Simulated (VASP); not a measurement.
# Al2CdPb4 (P-3m1) in VASP: single point with PBE

Aim: the single point of Al2CdPb4 with PBE.

Everything below comes from runs of VASP 6.6.1. Logs are shortened: lines on timing, memory, paths and dates and some standing lists are left out, and cuts for length are marked.

## Step 1: The cell of the first run

Symmetry: P-3m1, No. 164, trigonal system. Conventional cell: a = 3.611 Å, b = 3.611 Å, c = 17.268 Å, α = 90.00°, β = 90.00°, γ = 120.00°. Al (site symmetry 3m) has 6 Pb at 3.08 to 3.09 Å and 6 Al at 3.61 Å within 4.1 Å. Cd (site symmetry -3m) has 6 Pb at 3.34 Å and 6 Cd at 3.61 Å within 4.4 Å. Pb (site symmetry 3m) has 3 Al at 3.08 Å and 3 Cd at 3.34 Å and 6 Pb at 3.61 Å within 4.1 Å. Within 4.1 Å of Pb (site symmetry 3m) lie 3 Al at 3.09 Å and 9 Pb at 3.61 to 3.63 Å.

The cell was built from a structure type or drawn by symmetry, and may not be a known phase.

## Step 2: Single point, PBE

INCAR

```
PREC = Accurate
ENCUT = 520
EDIFF = 1E-7
ISMEAR = 0
SIGMA = 0.1
LREAL = False
LASPH = True
NELM = 100
ALGO = Fast
ISIF = 2
LWAVE = False
LCHARG = False
GGA = PE
NBANDS = 46
```

KPOINTS

```
Automatic mesh
0
Gamma
  12 12 2
```

POSCAR

```
Al2CdPb4
1.0
    3.6111852692      0.0000000000      0.0000000000
   -1.8055926346      3.1273781809      0.0000000000
    0.0000000000      0.0000000000     17.2684751084
Al Cd Pb
2 1 4
Direct
    0.0000000000      0.0000000000      0.2176599868
    0.0000000000      0.0000000000      0.7823400132
    0.0000000000      0.0000000000      0.5000000000
    0.6666666667      0.3333333333      0.3492634636
    0.3333333333      0.6666666667      0.6507365364
    0.3333333333      0.6666666667      0.9140976087
    0.6666666667      0.3333333333      0.0859023913
```

Potentials or basis: VASP PAW PBE potentials, release 64 (Al, Cd, Pb_d).

Command:

```sh
$ cat potpaw_PBE.64/Al/POTCAR potpaw_PBE.64/Cd/POTCAR potpaw_PBE.64/Pb_d/POTCAR > POTCAR
$ mpirun -np 1 vasp_std > vasp.out
```

OUTCAR:

```text
PREC = Accurate
   ENCUT = 520
   EDIFF = 1E-7
   ISMEAR = 0
   LREAL = False
   LASPH = True
   NELM = 100
   ISIF = 2
   GGA = PE

 ion  position               nearest neighbor table
   1  0.000  0.000  0.218-   4 3.08   4 3.08   4 3.08   7 3.09   7 3.09   7 3.09
   2  0.000  0.000  0.782-   5 3.08   5 3.08   5 3.08   6 3.09   6 3.09   6 3.09
   3  0.000  0.000  0.500-   4 3.34   5 3.34   4 3.34   5 3.34   4 3.34   5 3.34
   4  0.667  0.333  0.349-   1 3.08   1 3.08   1 3.08   3 3.34   3 3.34   3 3.34
   5  0.333  0.667  0.651-   2 3.08   2 3.08   2 3.08   3 3.34   3 3.34   3 3.34
   6  0.333  0.667  0.914-   2 3.09   2 3.09   2 3.09   7 3.63   7 3.63   7 3.63
   7  0.667  0.333  0.086-   1 3.09   1 3.09   1 3.09   6 3.63   6 3.63   6 3.63

  LATTYP: Found a hexagonal cell.
 ALAT       =     3.6111852692
 C/A-ratio  =     4.7819410584

  Lattice vectors:

 A1 = (   3.6111852692,   0.0000000000,   0.0000000000)
 A2 = (  -1.8055926346,   3.1273781809,   0.0000000000)
 A3 = (   0.0000000000,   0.0000000000,  17.2684751084)

Analysis of symmetry for initial positions (statically):
=====================================================================
 Subroutine PRICEL returns:
 Original cell was already a primitive cell.

 Routine SETGRP: Setting up the symmetry group for a
 hexagonal supercell.

 Subroutine GETGRP returns: Found 12 space group operations
 (whereof 12 operations were pure point group operations)
 out of a pool of 24 trial point group operations.

The static configuration has the point symmetry D_3d.

Analysis of symmetry for dynamics (positions and initial velocities):
=====================================================================
 Subroutine PRICEL returns:
 Original cell was already a primitive cell.

 Routine SETGRP: Setting up the symmetry group for a
 hexagonal supercell.

 Subroutine GETGRP returns: Found 12 space group operations
 (whereof 12 operations were pure point group operations)
 out of a pool of 24 trial point group operations.

The dynamic configuration has the point symmetry D_3d.

 Subroutine INISYM returns: Found 12 space group operations
 (whereof 12 operations are pure point group operations),
 and found     1 'primitive' translations

----------------------------------------------------------------------------------------

                                     Primitive cell

  volume of cell :     195.0222

  direct lattice vectors                    reciprocal lattice vectors
     3.611185269  0.000000000  0.000000000     0.276917390  0.159878330  0.000000000
    -1.805592635  3.127378181  0.000000000     0.000000000  0.319756659  0.000000000
     0.000000000  0.000000000 17.268475108     0.000000000  0.000000000  0.057908993

  length of vectors
     3.611185269  3.611185269 17.268475108     0.319756659  0.319756659  0.057908993

  position of ions in fractional coordinates (direct lattice)
     0.000000000  0.000000000  0.217659987
     0.000000000  0.000000000  0.782340013
     0.000000000  0.000000000  0.500000000
     0.666666667  0.333333333  0.349263464
     0.333333333  0.666666667  0.650736536
     0.333333333  0.666666667  0.914097609
     0.666666667  0.333333333  0.085902391

  ion indices of the primitive-cell ions
   primitive index   ion index
                 1           1
                 2           2
                 3           3
                 4           4
                 5           5
                 6           6
                 7           7

----------------------------------------------------------------------------------------

 KPOINTS: Automatic mesh

Automatic generation of k-mesh.
 Grid dimensions read from file:
 generate k-points for:   12   12    2

 Generating k-lattice:

  Cartesian coordinates                     Fractional coordinates (reciprocal lattice)
     0.023076449  0.013323194  0.000000000     0.083333333  0.000000000  0.000000000
     0.000000000  0.026646388  0.000000000     0.000000000  0.083333333  0.000000000
     0.000000000  0.000000000  0.028954496     0.000000000  0.000000000  0.500000000

  Length of vectors
     0.026646388  0.026646388  0.028954496

  Shift w.r.t. Gamma in fractional coordinates (k-lattice)
     0.000000000  0.000000000  0.000000000

 Subroutine IBZKPT returns following result:
 ===========================================

 Found     38 irreducible k-points:

 Following reciprocal coordinates:
            Coordinates               Weight
  0.000000  0.000000  0.000000      1.000000
  0.083333 -0.000000  0.000000      6.000000
  0.166667  0.000000  0.000000      6.000000
  0.250000  0.000000  0.000000      6.000000
  0.333333  0.000000  0.000000      6.000000
  0.416667 -0.000000  0.000000      6.000000
[... 16 lines left out ...]
  0.250000  0.000000  0.500000      6.000000
  0.333333  0.000000  0.500000      6.000000
 [... further k-points ...]
   k-points           NKPTS =     38   k-points in BZ     NKDIM =     38   number of bands    NBANDS=     46
   number of dos      NEDOS =    301   number of ions     NIONS =      7
   total plane-waves  NPLWV = 100352
   dimension x,y,z NGX =    28 NGY =   28 NGZ =  128
   dimension x,y,z NGXF=    56 NGYF=   56 NGZF=  256
   ions per type =               2   1   4
   NGX,Y,Z   is equivalent  to a cutoff of  12.89, 12.89, 12.32 a.u.
   NGXF,Y,Z  is equivalent  to a cutoff of  25.78, 25.78, 24.65 a.u.
 SYSTEM =  unknown system
   PREC   = accura    normal or accurate (medium, high low for compatibility)
   ISTART =      0    job   : 0-new  1-cont  2-samecut
   ICHARG =      2    charge: 1-file 2-atom 10-const
   ISPIN  =      1    spin polarized calculation?
   LNONCOLLINEAR =      F non collinear calculations
   LSORBIT =      F    spin-orbit coupling
   LASPH  =      T    aspherical Exc in radial PAW
   ENCUT  =  520.0 eV  38.22 Ry    6.18 a.u.   6.71  6.71 32.11*2*pi/ulx,y,z
   NELM   =    100;   NELMIN=  2; NELMDL= -5     # of ELM steps
   EDIFF  = 0.1E-06   stopping-criterion for ELM
   LREAL  =      F    real-space projection
   EDIFFG = 0.1E-05   stopping-criterion for IOM
   NSW    =      0    number of steps for IOM
   IBRION =     -1    ionic relax: 0-MD 1-quasi-New 2-CG
   NFREE  =      0    steps in history (QN), initial steepest desc. (CG)
   ISIF   =      2    stress and relaxation
   ISYM   =      2    0-nonsym 1-usesym 2-fastsym
   POTIM  = 0.5000    time-step for ionic-motion
   TEBEG  =    0.0;   TEEND  =   0.0 temperature during run
   PSTRESS=    0.0 pullay stress
   NELECT =      74.0000    total number of electrons
   NUPDOWN=      -1.0000    fix difference up-down
   EMIN   =  10.00;   EMAX   =-10.00  energy-range for DOS
   EFERMI =   0.00;   METHOD = LEGACY
   ISMEAR =     0;   SIGMA  =   0.10  broadening in eV -4-tet -1-fermi 0-gaus
   EFERMI_NEDOS =   21; number of points for ismear=-14 and -15
   IALGO  =     68    algorithm
   IMIX   =      4    mixing-type and parameters
     AMIX     =   0.40;   BMIX     =  1.00
     AMIX_MAG =   1.60;   BMIX_MAG =  1.00
  volume/ion in A,a.u.               =      27.86       188.01
  Fermi-wavevector in a.u.,A,eV,Ry     =   1.185197  2.239698 19.112006  1.404693
  Thomas-Fermi vector in A             =   2.321396
   LORBIT       =      0    0 simple, 1 ext, 2 COOP (PROOUT), +10 PAW based schemes
   GGA     = PE    functional components
   LHFCALC =     F    Hartree Fock is set to
   AEXX    =    0.0000 exact exchange contribution
   IVDW    =     0    specifies the selected vdW correction
   LEPSILON=     F    determine dielectric tensor
   LRPA    =     F    only Hartree local field effects (RPA)
 non-spin polarized calculation
 RMM-DIIS sequential band-by-band and
 Gauss-broadening in eV      SIGMA  =   0.10
  energy-cutoff  :      520.00
  volume of cell :      195.02
 maximum number of plane-waves:      5297
 NGX is ok and might be reduce to    28
   NGX = 13   NGY = 13   NGZ = 65

 number of electron      74.0000006 magnetization

 Free energy of the ion-electron system (eV)
  ---------------------------------------------------
  ext. energy  EPLUGINS =         0.00000000
  ---------------------------------------------------
  free energy    TOTEN  =       -21.12304939 eV

  energy without entropy =      -21.11273187  energy(sigma->0) =      -21.11789063

 E-fermi :   5.9282     XC(G=0):  -9.8315

 val. band max:        5.8740529090   @ k =   0.2500   0.0000   0.0000
 cond. band min:       5.9822159448   @ k =   0.3333   0.1667   0.5000
 fundamental gap:      0.1081630358
 Fermi energy:         5.9282067463

 k-point     1 :       0.0000    0.0000    0.0000
  band No.  band energies     occupation
      1     -11.1333      2.00000
      2     -11.1333      2.00000
      3     -11.1328      2.00000
      4     -11.1327      2.00000
      5     -11.1327      2.00000
      6     -11.1284      2.00000
[... 38 lines left out ...]
     45      12.1629      0.00000
     46      12.2014      0.00000

 k-point     2 :       0.0833   -0.0000    0.0000
  band No.  band energies     occupation
      1     -11.1443      2.00000
      2     -11.1345      2.00000
      3     -11.1231      2.00000
      4     -11.1225      2.00000
      5     -11.1196      2.00000
      6     -11.1174      2.00000
[... 38 lines left out ...]
     45      11.4914      0.00000
     46      11.7688      0.00000

 k-point     3 :       0.1667    0.0000    0.0000
  band No.  band energies     occupation
      1     -11.1632      2.00000
      2     -11.1407      2.00000
      3     -11.1280      2.00000
      4     -11.1276      2.00000
      5     -11.1052      2.00000
      6     -11.0939      2.00000
[... 1018 lines left out ...]
     45       9.9201      0.00000
     46      10.5620      0.00000

 k-point    24 :       0.3333    0.0000    0.5000
  band No.  band energies     occupation
      1     -11.2077      2.00000
      2     -11.1661      2.00000
      3     -11.1637      2.00000
      4     -11.1633      2.00000
      5     -11.1188      2.00000
      6     -11.0931      2.00000
[... 38 lines left out ...]
     45       9.3422      0.00000
     46       9.6093      0.00000

 [... further k-points ...]

------------------------ aborting loop because EDIFF is reached ----------------------------------------

  FORCE on cell =-STRESS in cart. coord.  units (eV):
  Direction    XX          YY          ZZ          XY          YZ          ZX
  --------------------------------------------------------------------------------------
  -------------------------------------------------------------------------------------
  Total       -0.0473777     -0.0473777     -0.0169803     -0.0000000     -0.0000000      0.0000000
  in kB       -0.3892246     -0.3892246     -0.1394995     -0.0000000     -0.0000000      0.0000000
  external PRESSURE =      -0.3059829 kB  Pullay stress =       0.0000000 kB

 VOLUME and BASIS-vectors are now :
 -----------------------------------------------------------------------------
  energy-cutoff  :      520.00
  volume of cell :      195.02
      direct lattice vectors                 reciprocal lattice vectors
     3.611185269  0.000000000  0.000000000     0.276917390  0.159878330  0.000000000
    -1.805592635  3.127378181  0.000000000     0.000000000  0.319756659  0.000000000
     0.000000000  0.000000000 17.268475108     0.000000000  0.000000000  0.057908993

 POSITION                                       TOTAL-FORCE (eV/Angst)
 -----------------------------------------------------------------------------------
      0.00000      0.00000      3.75866        -0.000000      0.000000     -0.002392
      0.00000      0.00000     13.50982        -0.000000     -0.000000      0.002392
      0.00000      0.00000      8.63424        -0.000000      0.000000      0.000000
      1.80559      1.04246      6.03125        -0.000000      0.000000     -0.007159
     -0.00000      2.08492     11.23723         0.000000      0.000000      0.007159
     -0.00000      2.08492     15.78507        -0.000000      0.000000     -0.001995
      1.80559      1.04246      1.48340         0.000000     -0.000000      0.001995
 -----------------------------------------------------------------------------------
    total drift:                                0.000000      0.000000      0.000000

  FREE ENERGIE OF THE ION-ELECTRON SYSTEM (eV)
  ---------------------------------------------------
  free  energy   TOTEN  =       -21.1230493879 eV

  energy  without entropy=      -21.1127318696  energy(sigma->0) =      -21.11789063
```

Wall time 8.6 min (1 thread of Intel Xeon Platinum 8488C (Sapphire Rapids), shared host); peak memory 0.49 GiB.

What came out:

| Item | Value |
| --- | --- |
| Free energy | -21.1230 eV |
| Pressure | 0.0 GPa |
| Largest force | 0.007 eV/Å |
| Band gap on the k mesh | zero (bands 37 and 38 overlap by 5.71 eV) |

Forces in eV/Å, atoms in the order of the input:
```
Al   0.000  0.000 -0.002
Al   0.000  0.000  0.002
Cd   0.000  0.000  0.000
Pb   0.000  0.000 -0.007
Pb   0.000  0.000  0.007
Pb   0.000  0.000 -0.002
Pb   0.000  0.000  0.002
```

Levels at points of the mesh, in eV from the Fermi level:
| k point | band 34 | band 35 | band 36 | band 37 | band 38 | band 39 | band 40 | band 41 |
| --- | --- | --- | --- | --- | --- | --- | --- | --- |
| (0.00, 0.00, 0.00) | -1.11 | 3.18 | 3.57 | 4.32 | 4.32 | 4.45 | 4.45 | 5.37 |
| (0.50, 0.00, 0.00) | -2.74 | -2.63 | -0.83 | -0.60 | -0.47 | -0.18 | 1.35 | 1.72 |
| (0.00, 0.00, 0.50) | 0.57 | 1.34 | 4.30 | 4.30 | 4.48 | 4.48 | 5.31 | 5.31 |
| (0.50, 0.00, 0.50) | -2.52 | -2.30 | -1.57 | -1.22 | 0.53 | 0.80 | 1.15 | 1.40 |

Caveat: spin-orbit coupling is left out, which moves the levels of the heavy elements.
